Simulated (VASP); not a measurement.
# AlN (Pm) in VASP: relaxation of cell and atoms with PBE

Aim: the relaxation of cell and atoms of AlN with PBE.

Everything below comes from runs of VASP 6.6.1. Logs are shortened: lines on timing, memory, paths and dates and some standing lists are left out, and cuts for length are marked.

## 1. The cell of the first run

The structure is monoclinic, space group Pm (No. 6). Conventional cell: a = 3.887 Å, b = 2.977 Å, c = 4.172 Å, α = 90.00°, β = 101.29°, γ = 90.00°. Al (site symmetry m) has 3 N at 1.94 to 2.23 Å within 2.6 Å. Al (site symmetry m) has 4 N at 1.94 to 2.00 Å within 2.6 Å. Within 2.0 Å of N (site symmetry m) lie 1 N at 1.49 Å and 3 Al at 1.94 to 2.00 Å. Within 2.0 Å of N (site symmetry m) lie 1 N at 1.49 Å and 3 Al at 1.94 Å.

## 2. Relaxation of cell and atoms, PBE

The input, INCAR:

```
SYSTEM = AlN
PREC     = Accurate       ! precision mode
ENCUT    = 600            ! plane-wave cutoff, eV
EDIFF    = 1E-7           ! SCF threshold, eV
ISMEAR   = 0              ! smearing method
SIGMA    = 0.1            ! smearing width, eV
LREAL    = .False.        ! projectors in reciprocal space
LASPH    = .True.         ! aspherical terms in the spheres
NELM     = 100            ! most SCF steps
ALGO     = Normal         ! electronic algorithm
ISIF     = 3              ! what is computed and relaxed
LWAVE    = .False.        ! write WAVECAR
LCHARG   = .False.        ! write CHGCAR
GGA      = PE             ! functional
IBRION   = 2              ! ionic algorithm
NSW      = 100            ! ionic steps
EDIFFG   = -0.01          ! ionic threshold
```

The input, KPOINTS:

```
regular mesh
0
Gamma
  12 16 12
  0 0 0
```

The input, POSCAR:

```
AlN
1.0
    3.8870976250      0.0000000000      0.0000000000
    0.0000000000      2.9765059456      0.0000000000
   -0.8167381371      0.0000000000      4.0908028719
Al N
2 2
Direct
    0.0611914143      0.0000000000      0.1573712701
    0.7242486719      0.5000000000      0.5855184915
    0.0694305460      0.0000000000      0.6931087546
    0.4012093878      0.0000000000      0.5640014838
```

Potentials or basis: VASP PAW PBE potentials, release 64 (Al, N).

The run is started by

```sh
$ cat potpaw_PBE.64/Al/POTCAR potpaw_PBE.64/N/POTCAR > POTCAR
$ mpirun -np 1 vasp_std > vasp.out
```

OUTCAR:

```text
SYSTEM = AlN
   PREC = Accurate
   ENCUT = 600
   EDIFF = 1E-7
   ISMEAR = 0
   LREAL = .False.
   LASPH = .True.
   NELM = 100
   ISIF = 3
   GGA = PE
   IBRION = 2
   NSW = 100
   EDIFFG = -0.01

 ion  position               nearest neighbor table
   1  0.061  0.000  0.157-   4 1.94   3 1.94   3 2.23   2 2.83   2 2.83   2 2.90   2 2.90   2 3.20
                             2 3.20
   2  0.724  0.500  0.586-   4 1.94   4 1.94   3 2.00   3 2.00   1 2.83   1 2.83   1 2.90   1 2.90
                             1 3.20   1 3.20
   3  0.069  0.000  0.693-   4 1.49   1 1.94   2 2.00   2 2.00   1 2.23
   4  0.401  0.000  0.564-   3 1.49   1 1.94   2 1.94   2 1.94

  LATTYP: Found a simple monoclinic cell.
 ALAT       =     3.8870976250
 B/A-ratio  =     0.7657399512
 C/A-ratio  =     1.0731755172
 COS(beta)  =    -0.1957882527

  Lattice vectors:

 A1 = (   3.8870976250,   0.0000000000,   0.0000000000)
 A2 = (   0.0000000000,   2.9765059456,   0.0000000000)
 A3 = (  -0.8167381371,   0.0000000000,   4.0908028719)

Analysis of symmetry for initial positions (statically):
=====================================================================
 Subroutine PRICEL returns:
 Original cell was already a primitive cell.

 Routine SETGRP: Setting up the symmetry group for a
 simple monoclinic supercell.

 Subroutine GETGRP returns: Found  2 space group operations
 (whereof  2 operations were pure point group operations)
 out of a pool of  4 trial point group operations.

The static configuration has the point symmetry C_1h.

Analysis of symmetry for dynamics (positions and initial velocities):
=====================================================================
 Subroutine PRICEL returns:
 Original cell was already a primitive cell.

 Routine SETGRP: Setting up the symmetry group for a
 simple monoclinic supercell.

 Subroutine GETGRP returns: Found  2 space group operations
 (whereof  2 operations were pure point group operations)
 out of a pool of  4 trial point group operations.

The dynamic configuration has the point symmetry C_1h.

 Subroutine INISYM returns: Found  2 space group operations
 (whereof  2 operations are pure point group operations),
 and found     1 'primitive' translations

----------------------------------------------------------------------------------------

                                     Primitive cell

  volume of cell :      47.3305

  direct lattice vectors                    reciprocal lattice vectors
     3.887097625  0.000000000  0.000000000     0.257261354  0.000000000  0.051362817
     0.000000000  2.976505946  0.000000000     0.000000000  0.335964389  0.000000000
    -0.816738137  0.000000000  4.090802872     0.000000000  0.000000000  0.244450792

  length of vectors
     3.887097625  2.976505946  4.171538004     0.262338605  0.335964389  0.244450792

  position of ions in fractional coordinates (direct lattice)
     0.061191414  0.000000000  0.157371270
     0.724248672  0.500000000  0.585518491
     0.069430546  0.000000000  0.693108755
     0.401209388  0.000000000  0.564001484

  ion indices of the primitive-cell ions
   primitive index   ion index
                 1           1
                 2           2
                 3           3
                 4           4

----------------------------------------------------------------------------------------

 KPOINTS: regular mesh

Automatic generation of k-mesh.
 Grid dimensions read from file:
 generate k-points for:   12   16   12

 Generating k-lattice:

  Cartesian coordinates                     Fractional coordinates (reciprocal lattice)
     0.021438446  0.000000000  0.004280235     0.083333333  0.000000000  0.000000000
     0.000000000  0.020997774  0.000000000     0.000000000  0.062500000  0.000000000
     0.000000000  0.000000000  0.020370899     0.000000000  0.000000000  0.083333333

  Length of vectors
     0.021861550  0.020997774  0.020370899

  Shift w.r.t. Gamma in fractional coordinates (k-lattice)
     0.000000000  0.000000000  0.000000000

 Subroutine IBZKPT returns following result:
 ===========================================

 Found    666 irreducible k-points:

 Following reciprocal coordinates:
            Coordinates               Weight
  0.000000  0.000000  0.000000      1.000000
  0.083333  0.000000 -0.000000      2.000000
  0.166667  0.000000 -0.000000      2.000000
  0.250000  0.000000  0.000000      2.000000
  0.333333  0.000000 -0.000000      2.000000
  0.416667  0.000000  0.000000      2.000000
[... 16 lines left out ...]
  0.083333  0.187500 -0.000000      4.000000
  0.166667  0.187500 -0.000000      4.000000
 [... further k-points ...]
   k-points           NKPTS =    666   k-points in BZ     NKDIM =    666   number of bands    NBANDS=     12
   number of dos      NEDOS =    301   number of ions     NIONS =      4
   total plane-waves  NPLWV =  27648
   dimension x,y,z NGX =    32 NGY =   24 NGZ =   36
   dimension x,y,z NGXF=    64 NGYF=   48 NGZF=   72
   ions per type =               2   2
   NGX,Y,Z   is equivalent  to a cutoff of  13.69, 13.40, 14.35 a.u.
   NGXF,Y,Z  is equivalent  to a cutoff of  27.37, 26.81, 28.69 a.u.
 SYSTEM =  AlN
   PREC   = accura    normal or accurate (medium, high low for compatibility)
   ISTART =      0    job   : 0-new  1-cont  2-samecut
   ICHARG =      2    charge: 1-file 2-atom 10-const
   ISPIN  =      1    spin polarized calculation?
   LNONCOLLINEAR =      F non collinear calculations
   LSORBIT =      F    spin-orbit coupling
   LASPH  =      T    aspherical Exc in radial PAW
   ENCUT  =  600.0 eV  44.10 Ry    6.64 a.u.   7.76  5.94  8.33*2*pi/ulx,y,z
   NELM   =    100;   NELMIN=  2; NELMDL= -5     # of ELM steps
   EDIFF  = 0.1E-06   stopping-criterion for ELM
   LREAL  =      F    real-space projection
   EDIFFG = -.1E-01   stopping-criterion for IOM
   NSW    =    100    number of steps for IOM
   IBRION =      2    ionic relax: 0-MD 1-quasi-New 2-CG
   NFREE  =      1    steps in history (QN), initial steepest desc. (CG)
   ISIF   =      3    stress and relaxation
   ISYM   =      2    0-nonsym 1-usesym 2-fastsym
   POTIM  = 0.5000    time-step for ionic-motion
   TEBEG  =    0.0;   TEEND  =   0.0 temperature during run
   PSTRESS=    0.0 pullay stress
   NELECT =      16.0000    total number of electrons
   NUPDOWN=      -1.0000    fix difference up-down
   EMIN   =  10.00;   EMAX   =-10.00  energy-range for DOS
   EFERMI =   0.00;   METHOD = LEGACY
   ISMEAR =     0;   SIGMA  =   0.10  broadening in eV -4-tet -1-fermi 0-gaus
   EFERMI_NEDOS =   21; number of points for ismear=-14 and -15
   IALGO  =     38    algorithm
   IMIX   =      4    mixing-type and parameters
     AMIX     =   0.40;   BMIX     =  1.00
     AMIX_MAG =   1.60;   BMIX_MAG =  1.00
  volume/ion in A,a.u.               =      11.83        79.85
  Fermi-wavevector in a.u.,A,eV,Ry     =   1.140428  2.155097 17.695414  1.300576
  Thomas-Fermi vector in A             =   2.277130
   LORBIT       =      0    0 simple, 1 ext, 2 COOP (PROOUT), +10 PAW based schemes
   GGA     = PE    functional components
   LHFCALC =     F    Hartree Fock is set to
   AEXX    =    0.0000 exact exchange contribution
   IVDW    =     0    specifies the selected vdW correction
   LEPSILON=     F    determine dielectric tensor
   LRPA    =     F    only Hartree local field effects (RPA)
 conjugate gradient relaxation of ions
 non-spin polarized calculation
 Gauss-broadening in eV      SIGMA  =   0.10
  energy-cutoff  :      600.00
  volume of cell :       47.33
 maximum number of plane-waves:      1598
   NGX = 15   NGY = 11   NGZ = 17

--------------------------------------- Ionic step        1  -------------------------------------------

 number of electron      16.0000001 magnetization

 Free energy of the ion-electron system (eV)
  ---------------------------------------------------
  ext. energy  EPLUGINS =         0.00000000
  ---------------------------------------------------
  free energy    TOTEN  =       -24.66736383 eV

  energy without entropy =      -24.66702408  energy(sigma->0) =      -24.66719395

------------------------ aborting loop because EDIFF is reached ----------------------------------------

  FORCE on cell =-STRESS in cart. coord.  units (eV):
  Direction    XX          YY          ZZ          XY          YZ          ZX
  --------------------------------------------------------------------------------------
  -------------------------------------------------------------------------------------
  Total       -0.0247753     -0.0705123     -0.0436354      0.0000000      0.0000000     -0.1131062
  in kB       -0.8386663     -2.3869017     -1.4770959      0.0000000      0.0000000     -3.8287434
  external PRESSURE =      -1.5675546 kB  Pullay stress =       0.0000000 kB
[... 251 lines left out ...]
  energy  without entropy=      -24.6676160173  energy(sigma->0) =      -24.66778136

--------------------------------------- Ionic step        8  -------------------------------------------

 number of electron      16.0000001 magnetization

 Free energy of the ion-electron system (eV)
  ---------------------------------------------------
  ext. energy  EPLUGINS =         0.00000000
  ---------------------------------------------------
  free energy    TOTEN  =       -24.66796418 eV

  energy without entropy =      -24.66763408  energy(sigma->0) =      -24.66779913

 E-fermi :   7.4454     XC(G=0): -10.4544

 val. band max:        7.4420932761   @ k =   0.4167   0.5000   0.0000
 cond. band min:       7.4498699073   @ k =   0.5000   0.0625   0.0000
 fundamental gap:      0.0077766311
 Fermi energy:         7.4453887195

 k-point     1 :       0.0000    0.0000    0.0000
  band No.  band energies     occupation
      1     -12.2648      2.00000
      2      -5.1169      2.00000
      3      -2.0305      2.00000
      4       0.4069      2.00000
      5       2.4079      2.00000
      6       2.7045      2.00000
      7       4.9230      2.00000
      8       6.9166      2.00000
      9       9.2949      0.00000
     10      11.8781      0.00000
     11      12.8701      0.00000
     12      13.3041      0.00000
[... 331 lines left out ...]
 k-point    24 :       0.1667    0.1875   -0.0000
  band No.  band energies     occupation
      1     -11.9458      2.00000
      2      -5.6240      2.00000
      3      -1.3287      2.00000
      4       0.7870      2.00000
      5       1.4723      2.00000
      6       3.1431      2.00000
      7       4.8896      2.00000
      8       5.7662      2.00000
      9       9.9605      0.00000
     10      10.8901      0.00000
     11      12.4269      0.00000
     12      14.0157      0.00000

 [... further k-points ...]

------------------------ aborting loop because EDIFF is reached ----------------------------------------

  FORCE on cell =-STRESS in cart. coord.  units (eV):
  Direction    XX          YY          ZZ          XY          YZ          ZX
  --------------------------------------------------------------------------------------
  -------------------------------------------------------------------------------------
  Total       -0.0026604      0.0058163     -0.0111471      0.0000000      0.0000000     -0.0004638
  in kB       -0.0902101      0.1972174     -0.3779757      0.0000000      0.0000000     -0.0157267
  external PRESSURE =      -0.0903228 kB  Pullay stress =       0.0000000 kB
[... 19 lines left out ...]
  FREE ENERGIE OF THE ION-ELECTRON SYSTEM (eV)
  ---------------------------------------------------
  free  energy   TOTEN  =       -24.6679641810 eV

  energy  without entropy=      -24.6676340814  energy(sigma->0) =      -24.66779913

 reached required accuracy - stopping structural energy minimisation
```

Run time: 12 min. Hardware: 1 thread of Intel Xeon Platinum 8488C (Sapphire Rapids), shared host; peak memory 0.53 GiB.

What came out:

| Quantity | Value |
| --- | --- |
| Free energy | -24.6680 eV |
| Relaxed volume | 11.81 Å³/atom |
| Relaxed cell | a = 3.885 Å, b = 2.974 Å, c = 4.175 Å, α = 90.00°, β = 101.65°, γ = 90.00° |
| Space group after relaxing (to 0.05 Å) | Pm (No. 6) |
| Energy gained by relaxing | 0.2 meV/atom |
| Ionic steps | 8 |
| Pressure after relaxing | 0.0 GPa |
| Largest force after relaxing | 0.007 eV/Å |
| Band gap on the k mesh | zero (band 8 reaches 7.53 eV, above the bottom of band 9 at 7.33 eV) |

Forces in eV/Å, atoms in the order of the input:
```
Al  -0.005  0.000  0.003
Al   0.002  0.000 -0.001
N    0.000  0.000 -0.007
N    0.003  0.000  0.005
```

The path:
| step | energy change (eV) | largest force (eV/Å) | pressure (GPa) | volume (Å³) |
| --- | --- | --- | --- | --- |
| 1 | 0.0000 | 0.0461 | -0.16 | 47.33 |
| 2 | -0.0002 | 0.0751 | 0.08 | 47.25 |
| 3 | -0.0002 | 0.0536 | 0.02 | 47.27 |
| 4 | -0.0004 | 0.0399 | 0.10 | 47.24 |
| 5 | -0.0005 | 0.0478 | 0.14 | 47.23 |
| 6 | -0.0006 | 0.0217 | 0.00 | 47.26 |
| 7 | -0.0006 | 0.0136 | -0.06 | 47.27 |
| 8 | -0.0006 | 0.0073 | -0.01 | 47.25 |

Final structure:
```xyz
4
Lattice="3.8853 0.0000 -0.0125 0.0000 2.9742 0.0000 -0.8295 0.0000 4.0917" Properties=species:S:1:pos:R:3 pbc="T T T"
Al    0.1002    0.0000    0.6431
Al    2.3307    1.4871    2.3826
N    -0.3014    0.0000    2.8404
N     1.0917    0.0000    2.3015
```

Levels at points of the mesh, in eV from the Fermi level:
| k point | band 4 | band 5 | band 6 | band 7 | band 8 | band 9 | band 10 | band 11 | band 12 |
| --- | --- | --- | --- | --- | --- | --- | --- | --- | --- |
| (0.00, 0.00, 0.00) | -7.04 | -5.04 | -4.74 | -2.52 | -0.53 | 1.85 | 4.43 | 5.42 | 5.86 |
| (0.50, 0.00, 0.00) | -7.07 | -4.29 | -3.20 | -2.72 | -1.44 | -0.11 | 4.34 | 4.57 | 6.63 |
| (0.00, 0.50, 0.00) | -8.39 | -6.10 | -3.36 | -3.19 | -0.65 | 0.78 | 2.53 | 4.19 | 4.31 |
| (0.50, 0.50, 0.00) | -6.63 | -5.98 | -5.97 | -2.21 | 0.08 | 1.04 | 1.90 | 3.76 | 4.67 |
| (0.00, 0.00, 0.50) | -8.70 | -4.66 | -2.86 | -1.64 | -0.61 | 2.20 | 2.78 | 4.97 | 7.03 |
| (0.50, 0.00, 0.50) | -6.99 | -4.22 | -3.85 | -1.45 | -0.40 | 0.70 | 3.25 | 5.11 | 5.99 |
| (0.00, 0.50, 0.50) | -8.31 | -7.13 | -4.37 | -2.13 | -1.98 | 1.48 | 3.71 | 6.14 | 6.66 |
| (0.50, 0.50, 0.50) | -7.37 | -6.00 | -5.81 | -2.17 | -1.89 | 1.17 | 1.93 | 4.00 | 5.59 |
